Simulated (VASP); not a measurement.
# ScCo3B2 (P6/mmm) in VASP: further runs

ScCo3B2 is run at these levels: LDA; tasks: single point, relaxation of cell and atoms.

All numbers are computed with VASP 6.6.1; they aren't measurements. Logs are shortened: lines on timing, memory, paths and dates and some standing lists are left out, and cuts for length are marked.

## (1) The cell of the first run

It takes space group P6/mmm (No. 191, hexagonal). The conventional cell has a = 4.798 Å, b = 4.798 Å, c = 2.904 Å, α = 90.00°, β = 90.00°, γ = 120.00°. Sc (site symmetry 6/mmm) has 6 B at 2.77 Å and 12 Co at 2.80 Å and 2 Sc at 2.90 Å within 3.7 Å. Co (site symmetry mmm) has 4 B at 2.01 Å and 4 Co at 2.40 Å within 2.7 Å. B (site symmetry -6m2) has 6 Co at 2.01 Å within 2.7 Å.

## (2) Single point, LDA

Contents of INCAR:

```
SYSTEM = ScCo3B2
PREC = Accurate ; ENCUT = 520
EDIFF = 1E-7 ; ISMEAR = 0
SIGMA = 0.1 ; LREAL = .False.
LASPH = .True. ; NELM = 60
ALGO = Fast ; ISIF = 2
LWAVE = .False. ; LCHARG = .False.
NBANDS = 31
```

Contents of KPOINTS:

```
Automatic mesh
0
Gamma
  9 9 12
  0 0 0
```

Contents of POSCAR:

```
ScCo3B2
1.0
    4.7981637794      0.0000000000      0.0000000000
   -2.3990818897      4.1553317245      0.0000000000
    0.0000000000      0.0000000000      2.9037880298
Sc Co B
1 3 2
Direct
    0.0000000000      0.0000000000      0.0000000000
    0.5000000000      0.0000000000      0.5000000000
    0.5000000000      0.5000000000      0.5000000000
    0.0000000000      0.5000000000      0.5000000000
    0.3333333333      0.6666666667      0.0000000000
    0.6666666667      0.3333333333      0.0000000000
```

Potentials or basis: VASP PAW LDA potentials, release 64 (Sc_sv, Co, B).

Run with:

```bash
cat potpaw_LDA.64/Sc_sv/POTCAR potpaw_LDA.64/Co/POTCAR potpaw_LDA.64/B/POTCAR > POTCAR
mpirun -np 1 vasp_std > vasp.out
```

OUTCAR:

```text
SYSTEM = ScCo3B2
   PREC = Accurate
   ENCUT = 520
   EDIFF = 1E-7
   ISMEAR = 0
   LREAL = .False.
   LASPH = .True.
   NELM = 60
   ISIF = 2

 ion  position               nearest neighbor table
   1  0.000  0.000  0.000-   5 2.77   6 2.77   6 2.77   5 2.77   6 2.77   5 2.77   2 2.80   2 2.80
                             2 2.80   2 2.80   4 2.80   4 2.80   4 2.80   3 2.80   3 2.80   4 2.80
   2  0.500  0.000  0.500-   5 2.01   6 2.01   5 2.01   6 2.01   3 2.40   4 2.40   3 2.40   4 2.40
                             1 2.80   1 2.80   1 2.80   1 2.80
   3  0.500  0.500  0.500-   5 2.01   6 2.01   5 2.01   6 2.01   4 2.40   4 2.40   2 2.40   2 2.40
                             1 2.80   1 2.80   1 2.80   1 2.80
   4  0.000  0.500  0.500-   5 2.01   6 2.01   5 2.01   6 2.01   3 2.40   3 2.40   2 2.40   2 2.40
                             1 2.80   1 2.80   1 2.80   1 2.80
   5  0.333  0.667  0.000-   4 2.01   4 2.01   2 2.01   2 2.01   3 2.01   3 2.01   1 2.77   1 2.77
                             1 2.77
   6  0.667  0.333  0.000-   4 2.01   4 2.01   2 2.01   2 2.01   3 2.01   3 2.01   1 2.77   1 2.77
                             1 2.77

  LATTYP: Found a hexagonal cell.
 ALAT       =     4.7981637794
 C/A-ratio  =     0.6051873515

  Lattice vectors:

 A1 = (   4.7981637794,   0.0000000000,   0.0000000000)
 A2 = (  -2.3990818897,   4.1553317245,   0.0000000000)
 A3 = (   0.0000000000,   0.0000000000,   2.9037880298)

Analysis of symmetry for initial positions (statically):
=====================================================================
 Subroutine PRICEL returns:
 Original cell was already a primitive cell.

 Routine SETGRP: Setting up the symmetry group for a
 hexagonal supercell.

 Subroutine GETGRP returns: Found 24 space group operations
 (whereof 24 operations were pure point group operations)
 out of a pool of 24 trial point group operations.

The static configuration has the point symmetry D_6h.

Analysis of symmetry for dynamics (positions and initial velocities):
=====================================================================
 Subroutine PRICEL returns:
 Original cell was already a primitive cell.

 Routine SETGRP: Setting up the symmetry group for a
 hexagonal supercell.

 Subroutine GETGRP returns: Found 24 space group operations
 (whereof 24 operations were pure point group operations)
 out of a pool of 24 trial point group operations.

The dynamic configuration has the point symmetry D_6h.

 Subroutine INISYM returns: Found 24 space group operations
 (whereof 24 operations are pure point group operations),
 and found     1 'primitive' translations

----------------------------------------------------------------------------------------

                                     Primitive cell

  volume of cell :      57.8956

  direct lattice vectors                    reciprocal lattice vectors
     4.798163779  0.000000000  0.000000000     0.208413061  0.120327337  0.000000000
    -2.399081890  4.155331724  0.000000000     0.000000000  0.240654674  0.000000000
     0.000000000  0.000000000  2.903788030     0.000000000  0.000000000  0.344377754

  length of vectors
     4.798163779  4.798163779  2.903788030     0.240654674  0.240654674  0.344377754

  position of ions in fractional coordinates (direct lattice)
     0.000000000  0.000000000  0.000000000
     0.500000000  0.000000000  0.500000000
     0.500000000  0.500000000  0.500000000
     0.000000000  0.500000000  0.500000000
     0.333333333  0.666666667  0.000000000
     0.666666667  0.333333333  0.000000000

  ion indices of the primitive-cell ions
   primitive index   ion index
                 1           1
                 2           2
                 3           3
                 4           4
                 5           5
                 6           6

----------------------------------------------------------------------------------------

 KPOINTS: Automatic mesh

Automatic generation of k-mesh.
 Grid dimensions read from file:
 generate k-points for:    9    9   12

 Generating k-lattice:

  Cartesian coordinates                     Fractional coordinates (reciprocal lattice)
     0.023157007  0.013369704  0.000000000     0.111111111  0.000000000  0.000000000
     0.000000000  0.026739408  0.000000000     0.000000000  0.111111111  0.000000000
     0.000000000  0.000000000  0.028698146     0.000000000  0.000000000  0.083333333

  Length of vectors
     0.026739408  0.026739408  0.028698146

  Shift w.r.t. Gamma in fractional coordinates (k-lattice)
     0.000000000  0.000000000  0.000000000

 Subroutine IBZKPT returns following result:
 ===========================================

 Found     84 irreducible k-points:

 Following reciprocal coordinates:
            Coordinates               Weight
  0.000000  0.000000  0.000000      1.000000
  0.111111  0.000000  0.000000      6.000000
  0.222222 -0.000000  0.000000      6.000000
  0.333333 -0.000000  0.000000      6.000000
  0.444444 -0.000000  0.000000      6.000000
  0.111111  0.111111  0.000000      6.000000
[... 16 lines left out ...]
  0.333333  0.222222  0.083333     24.000000
  0.333333  0.333333  0.083333      4.000000
 [... further k-points ...]
   k-points           NKPTS =     84   k-points in BZ     NKDIM =     84   number of bands    NBANDS=     31
   number of dos      NEDOS =    301   number of ions     NIONS =      6
   total plane-waves  NPLWV =  31104
   dimension x,y,z NGX =    36 NGY =   36 NGZ =   24
   dimension x,y,z NGXF=    72 NGYF=   72 NGZF=   48
   ions per type =               1   3   2
   NGX,Y,Z   is equivalent  to a cutoff of  12.47, 12.47, 13.74 a.u.
   NGXF,Y,Z  is equivalent  to a cutoff of  24.95, 24.95, 27.48 a.u.
 SYSTEM =  ScCo3B2
   PREC   = accura    normal or accurate (medium, high low for compatibility)
   ISTART =      0    job   : 0-new  1-cont  2-samecut
   ICHARG =      2    charge: 1-file 2-atom 10-const
   ISPIN  =      1    spin polarized calculation?
   LNONCOLLINEAR =      F non collinear calculations
   LSORBIT =      F    spin-orbit coupling
   LASPH  =      T    aspherical Exc in radial PAW
   ENCUT  =  520.0 eV  38.22 Ry    6.18 a.u.   8.92  8.92  5.40*2*pi/ulx,y,z
   NELM   =     60;   NELMIN=  2; NELMDL= -5     # of ELM steps
   EDIFF  = 0.1E-06   stopping-criterion for ELM
   LREAL  =      F    real-space projection
   EDIFFG = 0.1E-05   stopping-criterion for IOM
   NSW    =      0    number of steps for IOM
   IBRION =     -1    ionic relax: 0-MD 1-quasi-New 2-CG
   NFREE  =      0    steps in history (QN), initial steepest desc. (CG)
   ISIF   =      2    stress and relaxation
   ISYM   =      2    0-nonsym 1-usesym 2-fastsym
   POTIM  = 0.5000    time-step for ionic-motion
   TEBEG  =    0.0;   TEEND  =   0.0 temperature during run
   PSTRESS=    0.0 pullay stress
   NELECT =      44.0000    total number of electrons
   NUPDOWN=      -1.0000    fix difference up-down
   EMIN   =  10.00;   EMAX   =-10.00  energy-range for DOS
   EFERMI =   0.00;   METHOD = LEGACY
   ISMEAR =     0;   SIGMA  =   0.10  broadening in eV -4-tet -1-fermi 0-gaus
   EFERMI_NEDOS =   21; number of points for ismear=-14 and -15
   IALGO  =     68    algorithm
   IMIX   =      4    mixing-type and parameters
     AMIX     =   0.40;   BMIX     =  1.00
     AMIX_MAG =   1.60;   BMIX_MAG =  1.00
  volume/ion in A,a.u.               =       9.65        65.12
  Fermi-wavevector in a.u.,A,eV,Ry     =   1.493977  2.823207 30.367747  2.231966
  Thomas-Fermi vector in A             =   2.606308
   LORBIT       =      0    0 simple, 1 ext, 2 COOP (PROOUT), +10 PAW based schemes
   GGA     = CA    functional components
   LHFCALC =     F    Hartree Fock is set to
   AEXX    =    0.0000 exact exchange contribution
   IVDW    =     0    specifies the selected vdW correction
   LEPSILON=     F    determine dielectric tensor
   LRPA    =     F    only Hartree local field effects (RPA)
 non-spin polarized calculation
 RMM-DIIS sequential band-by-band and
 Gauss-broadening in eV      SIGMA  =   0.10
  energy-cutoff  :      520.00
  volume of cell :       57.90
 maximum number of plane-waves:      1578
 NGX is ok and might be reduce to    36
   NGX = 17   NGY = 17   NGZ = 11

 number of electron      44.0000018 magnetization

 Free energy of the ion-electron system (eV)
  ---------------------------------------------------
  ext. energy  EPLUGINS =         0.00000000
  ---------------------------------------------------
  free energy    TOTEN  =       -50.03122174 eV

  energy without entropy =      -50.01784621  energy(sigma->0) =      -50.02453397

 E-fermi :   9.1604     XC(G=0): -13.3333

 val. band max:        9.1537450661   @ k =   0.2222   0.1111   0.3333
 cond. band min:       9.1837231748   @ k =   0.3333   0.1111   0.2500
 fundamental gap:      0.0299781086
 Fermi energy:         9.1603615852

 k-point     1 :       0.0000    0.0000    0.0000
  band No.  band energies     occupation
      1     -39.1680      2.00000
      2     -18.1554      2.00000
      3     -18.1554      2.00000
      4     -17.9087      2.00000
      5      -2.2079      2.00000
      6       3.1442      2.00000
[... 23 lines left out ...]
     30      14.5163      0.00000
     31      17.1701      0.00000

 k-point     2 :       0.1111    0.0000    0.0000
  band No.  band energies     occupation
      1     -39.1679      2.00000
      2     -18.1576      2.00000
      3     -18.1560      2.00000
      4     -17.9088      2.00000
      5      -2.1101      2.00000
      6       2.4644      2.00000
[... 23 lines left out ...]
     30      14.5015      0.00000
     31      14.5105      0.00000

 k-point     3 :       0.2222   -0.0000    0.0000
  band No.  band energies     occupation
      1     -39.1676      2.00000
      2     -18.1630      2.00000
      3     -18.1578      2.00000
      4     -17.9092      2.00000
      5      -1.8264      2.00000
      6       1.6764      2.00000
[... 703 lines left out ...]
     30      14.1369      0.00000
     31      14.6794      0.00000

 k-point    24 :       0.3333    0.3333    0.0833
  band No.  band energies     occupation
      1     -39.1614      2.00000
      2     -18.1631      2.00000
      3     -18.1631      2.00000
      4     -17.9543      2.00000
      5      -0.1601      2.00000
      6      -0.1601      2.00000
[... 23 lines left out ...]
     30      13.7249      0.00000
     31      14.9913      0.00000

 [... further k-points ...]
[... 5 lines left out ...]
  --------------------------------------------------------------------------------------
  -------------------------------------------------------------------------------------
  Total        0.0899178      0.0899178      0.1666111      0.0000000      0.0000000      0.0000000
  in kB        2.4883440      2.4883440      4.6107217      0.0000000      0.0000000      0.0000000
  external PRESSURE =       3.1958032 kB  Pullay stress =       0.0000000 kB

 VOLUME and BASIS-vectors are now :
 -----------------------------------------------------------------------------
  energy-cutoff  :      520.00
  volume of cell :       57.90
      direct lattice vectors                 reciprocal lattice vectors
     4.798163779  0.000000000  0.000000000     0.208413061  0.120327337  0.000000000
    -2.399081890  4.155331724  0.000000000     0.000000000  0.240654674  0.000000000
     0.000000000  0.000000000  2.903788030     0.000000000  0.000000000  0.344377754

 POSITION                                       TOTAL-FORCE (eV/Angst)
 -----------------------------------------------------------------------------------
      0.00000      0.00000      0.00000         0.000000      0.000000      0.000000
      2.39908      0.00000      1.45189         0.000000      0.000000      0.000000
      1.19954      2.07767      1.45189         0.000000      0.000000      0.000000
     -1.19954      2.07767      1.45189         0.000000      0.000000      0.000000
     -0.00000      2.77022      0.00000         0.000000      0.000000      0.000000
      2.39908      1.38511      0.00000        -0.000000      0.000000      0.000000
 -----------------------------------------------------------------------------------
    total drift:                                0.000000      0.000000      0.000000

  FREE ENERGIE OF THE ION-ELECTRON SYSTEM (eV)
  ---------------------------------------------------
  free  energy   TOTEN  =       -50.0312217353 eV

  energy  without entropy=      -50.0178462143  energy(sigma->0) =      -50.02453397
```

Wall time 5.8 min (1 thread of Oxide Virtual Turin-like, shared host); peak memory 0.23 GiB.

What came out:

```yaml
Free_energy: -50.0312 eV
Pressure: 0.3 GPa
Band_gap_on_the_k_mesh: zero (band 22 reaches 9.51 eV, above the bottom of band 23 at 8.70 eV)
```

Spin polarisation is off, so any magnetic state and its effect on volume and gap are missing.

## (3) Relaxation of cell and atoms, LDA

This run uses another cell than the first one, of 10.24 Å³/atom, 1.061 times its volume.

Contents of INCAR:

```
PREC = Accurate
ENCUT = 600
EDIFF = 1E-6
ISMEAR = 0
SIGMA = 0.1
LREAL = F
LASPH = T
NELM = 60
ALGO = Fast
ISIF = 3
LWAVE = F
LCHARG = F
IBRION = 2
NSW = 70
EDIFFG = -0.005
```

Contents of KPOINTS:

```
Automatic mesh
0
Gamma
  9 9 12
```

Changes to POSCAR since step 2:

```diff
@@ -2,5 +2,5 @@
 1.0
-    4.7981637794      0.0000000000      0.0000000000
-   -2.3990818897      4.1553317245      0.0000000000
-    0.0000000000      0.0000000000      2.9037880298
+    4.9002389126      0.0000000000      0.0000000000
+   -2.4501194563      4.2437313829      0.0000000000
+    0.0000000000      0.0000000000      2.9552214936
 Sc Co B
```

Potentials or basis: VASP PAW LDA potentials, release 64 (Sc_sv, Co, B).

Run with:

```bash
cat potpaw_LDA.64/Sc_sv/POTCAR potpaw_LDA.64/Co/POTCAR potpaw_LDA.64/B/POTCAR > POTCAR
mpirun -np 1 vasp_std > vasp.out
```

Wall time 25 min (1 thread of Oxide Virtual Turin-like, shared host); peak memory 0.27 GiB.

Results (log left out):

| Quantity | Value |
| --- | --- |
| Free energy | -50.0344 eV |
| Relaxed volume | 9.66 Å³/atom |
| Relaxed cell | a = 4.798 Å, b = 4.798 Å, c = 2.907 Å, α = 90.00°, β = 90.00°, γ = 120.00° |
| Space group after relaxing (to 0.05 Å) | P6/mmm (No. 191) |
| Energy gained by relaxing | 25.5 meV/atom |
| Ionic steps | 9 |
| Pressure after relaxing | 0.0 GPa |
| Band gap on the k mesh | zero (band 22 reaches 9.49 eV, above the bottom of band 23 at 8.69 eV) |

The path:
| step | energy change (eV) | largest force (eV/Å) | pressure (GPa) | volume (Å³) |
| --- | --- | --- | --- | --- |
| 1 | 0.0000 | 0.0000 | -13.36 | 61.45 |
| 2 | 0.0742 | 0.0000 | 20.66 | 54.16 |
| 3 | -0.1528 | 0.0000 | -0.08 | 58.00 |
| 4 | -0.1528 | 0.0000 | 0.09 | 57.93 |
| 5 | -0.1531 | 0.0000 | 0.23 | 57.93 |
| 6 | -0.1532 | 0.0000 | 0.22 | 57.93 |
| 7 | -0.1531 | 0.0000 | -0.28 | 58.04 |
| 8 | -0.1532 | 0.0000 | -0.12 | 57.96 |
| 9 | -0.1532 | 0.0000 | -0.02 | 57.95 |

Final structure:
```xyz
6
Lattice="4.7980 0.0000 0.0000 -2.3990 4.1552 0.0000 0.0000 0.0000 2.9066" Properties=species:S:1:pos:R:3 pbc="T T T"
Sc    0.0000    0.0000    0.0000
Co    2.3990    0.0000    1.4533
Co    1.1995    2.0776    1.4533
Co   -1.1995    2.0776    1.4533
B     0.0000    2.7701    0.0000
B     2.3990    1.3851    0.0000
```

Levels at points of the mesh, in eV from the Fermi level:
| k point | band 19 | band 20 | band 21 | band 22 | band 23 | band 24 | band 25 | band 26 |
| --- | --- | --- | --- | --- | --- | --- | --- | --- |
| (0.00, 0.00, 0.00) | -0.80 | -0.69 | -0.69 | -0.37 | 0.61 | 1.13 | 1.44 | 1.76 |
| (0.00, 0.00, 0.50) | -0.80 | -0.56 | -0.56 | -0.46 | -0.46 | -0.25 | -0.25 | 0.62 |

Spin polarisation is off, so any magnetic state and its effect on volume and gap are missing. LDA usually gives volumes a few per cent too small.
